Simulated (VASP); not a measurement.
# Zr3SeS2 (P6/mmm) in VASP: further runs

The runs below take Zr3SeS2 through single point, relaxation of cell and atoms, with PBE.

Everything below comes from runs of VASP 6.6.1. Logs are shortened: lines on timing, memory, paths and dates and some standing lists are left out, and cuts for length are marked.

## Step 1: The cell of the first run

It takes space group P6/mmm (No. 191, hexagonal). The conventional cell has a = 5.789 Å, b = 5.789 Å, c = 4.328 Å, α = 90.00°, β = 90.00°, γ = 120.00°. Within 2.2 Å of Zr (site symmetry mmm) lie 2 S at 1.67 Å. Se (site symmetry 6/mmm) has 6 Zr at 2.89 Å and 6 S at 3.34 Å within 3.8 Å. S (site symmetry -6m2) has 3 Zr at 1.67 Å within 2.2 Å.

## Step 2: Single point, PBE

Input file INCAR:

```
ALGO = Normal ; EDIFF = 1E-6
ENCUT = 520 ; GGA = PE
ISIF = 2 ; ISMEAR = 0
LASPH = True ; LCHARG = False
LREAL = False ; LWAVE = False
NBANDS = 36 ; NELM = 60
PREC = Accurate ; SIGMA = 0.1
```

Input file KPOINTS:

```
k-points
0
Gamma
  3 3 4
```

Input file POSCAR:

```
Zr3SeS2
1.0
    5.7893013300      0.0000000000      0.0000000000
   -2.8946506700      5.0136820300      0.0000000000
    0.0000000000      0.0000000000      4.3283109600
Zr Se S
3 1 2
Direct
    0.5000000000      0.0000000000      0.5000000000
    0.0000000000      0.5000000000      0.5000000000
    0.5000000000      0.5000000000      0.5000000000
    0.0000000000      0.0000000000      0.5000000000
    0.3333333300      0.6666666700      0.5000000000
    0.6666666700      0.3333333300      0.5000000000
```

Potentials or basis: VASP PAW PBE potentials, release 64 (Zr_sv, Se, S).

The run is started by

```bash
$ cat potpaw_PBE.64/Zr_sv/POTCAR potpaw_PBE.64/Se/POTCAR potpaw_PBE.64/S/POTCAR > POTCAR
$ mpirun -np 1 vasp_std > vasp.out
```

OUTCAR:

```text
EDIFF = 1E-6
   ENCUT = 520
   GGA = PE
   ISIF = 2
   ISMEAR = 0
   LASPH = True
   LREAL = False
   NELM = 60
   PREC = Accurate

 ion  position               nearest neighbor table
   1  0.500  0.000  0.500-   5 1.67   6 1.67   4 2.89   4 2.89   2 2.89   2 2.89   3 2.89   3 2.89

   2  0.000  0.500  0.500-   5 1.67   6 1.67   3 2.89   3 2.89   1 2.89   1 2.89   4 2.89   4 2.89

   3  0.500  0.500  0.500-   5 1.67   6 1.67   2 2.89   2 2.89   4 2.89   4 2.89   1 2.89   1 2.89

   4  0.000  0.000  0.500-   1 2.89   1 2.89   3 2.89   3 2.89   2 2.89   2 2.89
   5  0.333  0.667  0.500-   2 1.67   1 1.67   3 1.67
   6  0.667  0.333  0.500-   2 1.67   1 1.67   3 1.67

 -----------------------------------------------------------------------------
|                                                                             |
|           W    W    AA    RRRRR   N    N  II  N    N   GGGG   !!!           |
|           W    W   A  A   R    R  NN   N  II  NN   N  G    G  !!!           |
|           W    W  A    A  R    R  N N  N  II  N N  N  G       !!!           |
|           W WW W  AAAAAA  RRRRR   N  N N  II  N  N N  G  GGG   !            |
|           WW  WW  A    A  R   R   N   NN  II  N   NN  G    G                |
|           W    W  A    A  R    R  N    N  II  N    N   GGGG   !!!           |
|                                                                             |
|     The distance between some ions is very small. Please check the          |
|     nearest-neighbor list in the OUTCAR file.                               |
|     I HOPE YOU KNOW WHAT YOU ARE DOING!                                     |
|                                                                             |
 -----------------------------------------------------------------------------

  LATTYP: Found a hexagonal cell.
 ALAT       =     5.7893013300
 C/A-ratio  =     0.7476396051

  Lattice vectors:

 A1 = (   5.7893013300,   0.0000000000,   0.0000000000)
 A2 = (  -2.8946506700,   5.0136820300,   0.0000000000)
 A3 = (   0.0000000000,   0.0000000000,   4.3283109600)

Analysis of symmetry for initial positions (statically):
=====================================================================
 Subroutine PRICEL returns:
 Original cell was already a primitive cell.

 Routine SETGRP: Setting up the symmetry group for a
 hexagonal supercell.

 Subroutine GETGRP returns: Found 24 space group operations
 (whereof 24 operations were pure point group operations)
 out of a pool of 24 trial point group operations.

The static configuration has the point symmetry D_6h.

Analysis of symmetry for dynamics (positions and initial velocities):
=====================================================================
 Subroutine PRICEL returns:
 Original cell was already a primitive cell.

 Routine SETGRP: Setting up the symmetry group for a
 hexagonal supercell.

 Subroutine GETGRP returns: Found 24 space group operations
 (whereof 24 operations were pure point group operations)
 out of a pool of 24 trial point group operations.

The dynamic configuration has the point symmetry D_6h.

 Subroutine INISYM returns: Found 24 space group operations
 (whereof 24 operations are pure point group operations),
 and found     1 'primitive' translations

----------------------------------------------------------------------------------------

                                     Primitive cell

  volume of cell :     125.6323

  direct lattice vectors                    reciprocal lattice vectors
     5.789301330  0.000000000  0.000000000     0.172732415  0.099727106  0.000000000
    -2.894650670  5.013682030  0.000000000     0.000000000  0.199454212  0.000000000
     0.000000000  0.000000000  4.328310960     0.000000000  0.000000000  0.231037005

  length of vectors
     5.789301330  5.789301339  4.328310960     0.199454213  0.199454212  0.231037005

  position of ions in fractional coordinates (direct lattice)
     0.500000000  0.000000000  0.500000000
     0.000000000  0.500000000  0.500000000
     0.500000000  0.500000000  0.500000000
     0.000000000  0.000000000  0.500000000
     0.333333330  0.666666670  0.500000000
     0.666666670  0.333333330  0.500000000

  ion indices of the primitive-cell ions
   primitive index   ion index
                 1           1
                 2           2
                 3           3
                 4           4
                 5           5
                 6           6

----------------------------------------------------------------------------------------

 KPOINTS: k-points

Automatic generation of k-mesh.
 Grid dimensions read from file:
 generate k-points for:    3    3    4

 Generating k-lattice:

  Cartesian coordinates                     Fractional coordinates (reciprocal lattice)
     0.057577472  0.033242369  0.000000000     0.333333333  0.000000000  0.000000000
     0.000000000  0.066484737  0.000000000     0.000000000  0.333333333  0.000000000
     0.000000000  0.000000000  0.057759251     0.000000000  0.000000000  0.250000000

  Length of vectors
     0.066484738  0.066484737  0.057759251

  Shift w.r.t. Gamma in fractional coordinates (k-lattice)
     0.000000000  0.000000000  0.000000000

 Subroutine IBZKPT returns following result:
 ===========================================

 Found      9 irreducible k-points:

 Following reciprocal coordinates:
            Coordinates               Weight
  0.000000  0.000000  0.000000      1.000000
  0.333333  0.000000  0.000000      6.000000
  0.333333  0.333333  0.000000      2.000000
  0.000000  0.000000  0.250000      2.000000
  0.333333  0.000000  0.250000     12.000000
  0.333333  0.333333  0.250000      4.000000
  0.000000  0.000000  0.500000      1.000000
  0.333333  0.000000  0.500000      6.000000
  0.333333  0.333333  0.500000      2.000000
   k-points           NKPTS =      9   k-points in BZ     NKDIM =      9   number of bands    NBANDS=     36
   number of dos      NEDOS =    301   number of ions     NIONS =      6
   total plane-waves  NPLWV =  73728
   dimension x,y,z NGX =    48 NGY =   48 NGZ =   32
   dimension x,y,z NGXF=    96 NGYF=   96 NGZF=   64
   ions per type =               3   1   2
   NGX,Y,Z   is equivalent  to a cutoff of  13.78, 13.78, 12.29 a.u.
   NGXF,Y,Z  is equivalent  to a cutoff of  27.57, 27.57, 24.58 a.u.
 SYSTEM =  unknown system
   PREC   = accura    normal or accurate (medium, high low for compatibility)
   ISTART =      0    job   : 0-new  1-cont  2-samecut
   ICHARG =      2    charge: 1-file 2-atom 10-const
   ISPIN  =      1    spin polarized calculation?
   LNONCOLLINEAR =      F non collinear calculations
   LSORBIT =      F    spin-orbit coupling
   LASPH  =      T    aspherical Exc in radial PAW
   ENCUT  =  520.0 eV  38.22 Ry    6.18 a.u.  10.76 10.76  8.05*2*pi/ulx,y,z
   NELM   =     60;   NELMIN=  2; NELMDL= -5     # of ELM steps
   EDIFF  = 0.1E-05   stopping-criterion for ELM
   LREAL  =      F    real-space projection
   EDIFFG = 0.1E-04   stopping-criterion for IOM
   NSW    =      0    number of steps for IOM
   IBRION =     -1    ionic relax: 0-MD 1-quasi-New 2-CG
   NFREE  =      0    steps in history (QN), initial steepest desc. (CG)
   ISIF   =      2    stress and relaxation
   ISYM   =      2    0-nonsym 1-usesym 2-fastsym
   POTIM  = 0.5000    time-step for ionic-motion
   TEBEG  =    0.0;   TEEND  =   0.0 temperature during run
   PSTRESS=    0.0 pullay stress
   NELECT =      54.0000    total number of electrons
   NUPDOWN=      -1.0000    fix difference up-down
   EMIN   =  10.00;   EMAX   =-10.00  energy-range for DOS
   EFERMI =   0.00;   METHOD = LEGACY
   ISMEAR =     0;   SIGMA  =   0.10  broadening in eV -4-tet -1-fermi 0-gaus
   EFERMI_NEDOS =   21; number of points for ismear=-14 and -15
   IALGO  =     38    algorithm
   IMIX   =      4    mixing-type and parameters
     AMIX     =   0.40;   BMIX     =  1.00
     AMIX_MAG =   1.60;   BMIX_MAG =  1.00
  volume/ion in A,a.u.               =      20.94       141.30
  Fermi-wavevector in a.u.,A,eV,Ry     =   1.235489  2.334736 20.768389  1.526434
  Thomas-Fermi vector in A             =   2.370137
   LORBIT       =      0    0 simple, 1 ext, 2 COOP (PROOUT), +10 PAW based schemes
   GGA     = PE    functional components
   LHFCALC =     F    Hartree Fock is set to
   AEXX    =    0.0000 exact exchange contribution
   IVDW    =     0    specifies the selected vdW correction
   LEPSILON=     F    determine dielectric tensor
   LRPA    =     F    only Hartree local field effects (RPA)
 non-spin polarized calculation
 Gauss-broadening in eV      SIGMA  =   0.10
  energy-cutoff  :      520.00
  volume of cell :      125.63
 maximum number of plane-waves:      3413
 NGX is ok and might be reduce to    48
   NGX = 21   NGY = 21   NGZ = 17

 number of electron      54.0000000 magnetization

 Free energy of the ion-electron system (eV)
  ---------------------------------------------------
  ext. energy  EPLUGINS =         0.00000000
  ---------------------------------------------------
  free energy    TOTEN  =        11.83271237 eV

  energy without entropy =       11.87660225  energy(sigma->0) =       11.85465731

 E-fermi :   7.5801     XC(G=0):  -9.8030

 val. band max:        7.5623184142   @ k =   0.3333   0.3333   0.0000
 cond. band min:       7.5803970774   @ k =   0.3333   0.0000   0.5000
 fundamental gap:      0.0180786633
 Fermi energy:         7.5800530713

 k-point     1 :       0.0000    0.0000    0.0000
  band No.  band energies     occupation
      1     -42.3683      2.00000
      2     -41.9091      2.00000
      3     -41.9091      2.00000
      4     -26.0305      2.00000
      5     -23.4367      2.00000
      6     -23.4367      2.00000
[... 28 lines left out ...]
     35      11.0717      0.00000
     36      12.0887      0.00000

 k-point     2 :       0.3333    0.0000    0.0000
  band No.  band energies     occupation
      1     -42.2761      2.00000
      2     -42.0115      2.00000
      3     -41.9095      2.00000
      4     -25.5413      2.00000
      5     -24.0367      2.00000
      6     -23.3943      2.00000
[... 28 lines left out ...]
     35      11.1068      0.00000
     36      11.9931      0.00000

 k-point     3 :       0.3333    0.3333    0.0000
  band No.  band energies     occupation
      1     -42.1462      2.00000
      2     -42.1462      2.00000
      3     -41.9098      2.00000
      4     -24.8247      2.00000
      5     -24.8247      2.00000
      6     -23.3554      2.00000
[... 28 lines left out ...]
     35      12.4489      0.00000
     36      12.4496      0.00000

 k-point     4 :       0.0000    0.0000    0.2500
  band No.  band energies     occupation
      1     -42.3680      2.00000
      2     -41.9089      2.00000
      3     -41.9089      2.00000
      4     -26.0294      2.00000
      5     -23.4363      2.00000
      6     -23.4363      2.00000
[... 28 lines left out ...]
     35      10.9595      0.00000
     36      12.0901      0.00000

 k-point     5 :       0.3333    0.0000    0.2500
  band No.  band energies     occupation
      1     -42.2758      2.00000
      2     -42.0112      2.00000
      3     -41.9092      2.00000
      4     -25.5402      2.00000
      5     -24.0361      2.00000
      6     -23.3939      2.00000
[... 28 lines left out ...]
     35      11.1760      0.00000
     36      12.4100      0.00000

 k-point     6 :       0.3333    0.3333    0.2500
  band No.  band energies     occupation
      1     -42.1459      2.00000
      2     -42.1459      2.00000
      3     -41.9095      2.00000
      4     -24.8239      2.00000
      5     -24.8239      2.00000
      6     -23.3551      2.00000
[... 28 lines left out ...]
     35      11.8200      0.00000
     36      11.8200      0.00000

 k-point     7 :       0.0000    0.0000    0.5000
  band No.  band energies     occupation
      1     -42.3676      2.00000
      2     -41.9086      2.00000
      3     -41.9086      2.00000
      4     -26.0282      2.00000
      5     -23.4358      2.00000
      6     -23.4358      2.00000
[... 28 lines left out ...]
     35      10.5202      0.00000
     36      10.8528      0.00000

 k-point     8 :       0.3333    0.0000    0.5000
  band No.  band energies     occupation
      1     -42.2754      2.00000
      2     -42.0109      2.00000
      3     -41.9089      2.00000
      4     -25.5392      2.00000
      5     -24.0354      2.00000
      6     -23.3935      2.00000
[... 28 lines left out ...]
     35      10.9414      0.00000
     36      11.2308      0.00000

 k-point     9 :       0.3333    0.3333    0.5000
  band No.  band energies     occupation
      1     -42.1456      2.00000
      2     -42.1456      2.00000
      3     -41.9092      2.00000
      4     -24.8230      2.00000
      5     -24.8230      2.00000
      6     -23.3548      2.00000
[... 28 lines left out ...]
     35      11.0603      0.00000
     36      11.0603      0.00000

------------------------ aborting loop because EDIFF is reached ----------------------------------------

  FORCE on cell =-STRESS in cart. coord.  units (eV):
  Direction    XX          YY          ZZ          XY          YZ          ZX
  --------------------------------------------------------------------------------------
  -------------------------------------------------------------------------------------
  Total      161.5043776    161.5043782     -3.3394992     -0.0000002      0.0000000      0.0000000
  in kB     2059.6502755   2059.6502822    -42.5883223     -0.0000021      0.0000000      0.0000000
  external PRESSURE =    1358.9040785 kB  Pullay stress =       0.0000000 kB

 VOLUME and BASIS-vectors are now :
 -----------------------------------------------------------------------------
  energy-cutoff  :      520.00
  volume of cell :      125.63
      direct lattice vectors                 reciprocal lattice vectors
     5.789301330  0.000000000  0.000000000     0.172732415  0.099727106  0.000000000
    -2.894650670  5.013682030  0.000000000     0.000000000  0.199454212  0.000000000
     0.000000000  0.000000000  4.328310960     0.000000000  0.000000000  0.231037005

 POSITION                                       TOTAL-FORCE (eV/Angst)
 -----------------------------------------------------------------------------------
      2.89465      0.00000      2.16416         0.000000      0.000000      0.000000
     -1.44733      2.50684      2.16416         0.000000      0.000000      0.000000
      1.44733      2.50684      2.16416         0.000000      0.000000      0.000000
      0.00000      0.00000      2.16416         0.000000      0.000000      0.000000
     -0.00000      3.34245      2.16416         0.000000      0.000000      0.000000
      2.89465      1.67123      2.16416        -0.000000      0.000000      0.000000
 -----------------------------------------------------------------------------------
    total drift:                               -0.000000     -0.000000     -0.000000

  FREE ENERGIE OF THE ION-ELECTRON SYSTEM (eV)
  ---------------------------------------------------
  free  energy   TOTEN  =        11.8327123739 eV

  energy  without entropy=       11.8766022470  energy(sigma->0) =       11.85465731
```

Wall time 27 s (1 thread of Intel Xeon 6975P-C (Granite Rapids), shared host); peak memory 0.26 GiB.

What came out:

* Free energy: 11.8327 eV
* Pressure: 135.9 GPa

Stress tensor (GPa, compression positive):
```
205.97   0.00   0.00
  0.00 205.97   0.00
  0.00   0.00  -4.26
```

Levels at points of the mesh, in eV from the Fermi level:
```
           k point  band 25  band 26  band 27  band 28  band 29  band 30
(0.00, 0.00, 0.00)    -2.42    -2.36    -2.36     0.31     0.98     0.98
(0.00, 0.00, 0.50)    -2.79    -2.79    -0.33     0.39     1.02     1.02
```

Caveat: the k points lie up to 0.42 Å⁻¹ apart.

(Part 1 of 2 ends here.)
